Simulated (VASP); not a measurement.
Si: single point with r2SCAN

Si:

```
Si
1.0
     0.16432    2.85058    2.85058
     2.85058    0.16432    2.85058
     2.85058    2.85058    0.16432
Si
2
Direct
  0.00268 0.00268 0.00268
  0.24732 0.24732 0.24732
```

- Program: VASP 6.6.1
- Task: single point
- Functional: r2SCAN
- Potentials or basis: VASP PAW PBE potentials, release 64 (Si)
- Cutoff: 520 eV
- k mesh: 10 × 10 × 10
- Occupations: gaussian, width 0.01 eV
- Spin: no spin polarisation
- Dipole correction: no
- Further INCAR settings: ALGO = Normal; EDIFF = 1e-07; NBANDS = 11

* Pressure: -4.2 GPa
* Largest force: 0.055 eV/Å
* Band gap on the k mesh: 0.35 eV (least direct gap 1.22 eV)

Forces in eV/Å, atoms in the order of the input:
```
Si  -0.032 -0.032 -0.032
Si   0.032  0.032  0.032
```

Stress tensor (GPa, compression positive):
```
-4.21 -4.55 -4.55
-4.55 -4.21 -4.55
-4.55 -4.55 -4.21
```

Levels at points of the mesh, in eV from the valence-band top:
| k point | band 1 | band 2 | band 3 | band 4 | band 5 | band 6 | band 7 | band 8 |
| --- | --- | --- | --- | --- | --- | --- | --- | --- |
| (0.00, 0.00, 0.00) | -12.41 | -0.75 | 0.00 | 0.00 | 1.22 | 2.84 | 2.84 | 3.67 |
| (0.50, 0.00, 0.00) | -9.93 | -7.25 | -1.76 | -1.46 | 1.04 | 3.04 | 3.54 | 7.70 |
| (0.50, 0.50, 0.00) | -8.37 | -8.09 | -3.44 | -2.75 | 0.36 | 1.18 | 9.68 | 9.77 |
| (0.50, 0.50, 0.50) | -10.54 | -7.35 | -0.99 | -0.99 | 2.34 | 3.71 | 3.71 | 8.57 |

It took 2.8 min on 1 thread of Intel Xeon 8259CL, with other jobs on the host, peak memory 0.19 GiB.

Caveat: the cell stands under tension; the PAW data sets were made with another functional, which shifts forces and pressure a little. A k mesh can miss the band edges.
